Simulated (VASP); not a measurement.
Set up this calculation in VASP 6.6.1, as the native input.

- Task: relaxation of cell and atoms
- Functional: PBE
- Potentials or basis: VASP PAW PBE potentials, release 64 (Nb_sv, Cu, P)
- Cutoff: 600 eV
- k mesh: 14 × 14 × 10
- Occupations: gaussian, width 0.1 eV
- Spin: no spin polarisation
- Dipole correction: no
- Further INCAR settings: ALGO = Normal; EDIFF = 1e-06; IBRION = 2; EDIFFG = -0.01; NSW = 100; ISIF = 3

The structure of NbCuP2 lies in POSCAR:

```
NbCuP2
1.0
    3.4786595143      0.0000000000      0.0000000000
    0.0000000000      3.4786595143      0.0000000000
    0.0000000000      0.0000000000      5.3842167634
Nb Cu P
1 1 2
Direct
    0.0000000000      0.0000000000      0.5000000000
    0.0000000000      0.0000000000      0.0000000000
    0.5000000000      0.5000000000      0.0000000000
    0.5000000000      0.5000000000      0.5000000000
```

These files were run (other wordings do the same):

INCAR

```
SYSTEM = NbCuP2
PREC = Accurate
ENCUT = 600
EDIFF = 1E-6
ISMEAR = 0
SIGMA = 0.1
LREAL = .False.
LASPH = .True.
NELM = 100
ALGO = Normal
ISIF = 3
LWAVE = .False.
LCHARG = .False.
GGA = PE
IBRION = 2
NSW = 100
EDIFFG = -0.01
```

KPOINTS

```
regular mesh
0
Gamma
  14 14 10
  0 0 0
```

Potentials or basis: VASP PAW PBE potentials, release 64 (Nb_sv, Cu, P).

Command:

```sh
$ cat potpaw_PBE.64/Nb_sv/POTCAR potpaw_PBE.64/Cu/POTCAR potpaw_PBE.64/P/POTCAR > POTCAR
$ mpirun -np 1 vasp_std > vasp.out
```

Results of the run:

| Property | Result |
| --- | --- |
| Relaxed volume | 16.26 Å³/atom |
| Relaxed cell | a = 3.472 Å, b = 3.472 Å, c = 5.396 Å, α = 90.00°, β = 90.00°, γ = 90.00° |
| Space group after relaxing (to 0.05 Å) | P4/mmm (No. 123) |
| Energy gained by relaxing | 0.1 meV/atom |
| Ionic steps | 3 |
| Pressure after relaxing | 0.0 GPa |
| Band gap on the k mesh | zero (band 17 reaches 9.78 eV, above the bottom of band 18 at 7.78 eV) |

Run time: 9 min on 1 thread of Intel(R) Xeon(R) Platinum 8259CL CPU @ 2.50GHz (Skylake/Cascade Lake), on a shared host, peak memory 0.5 GiB.
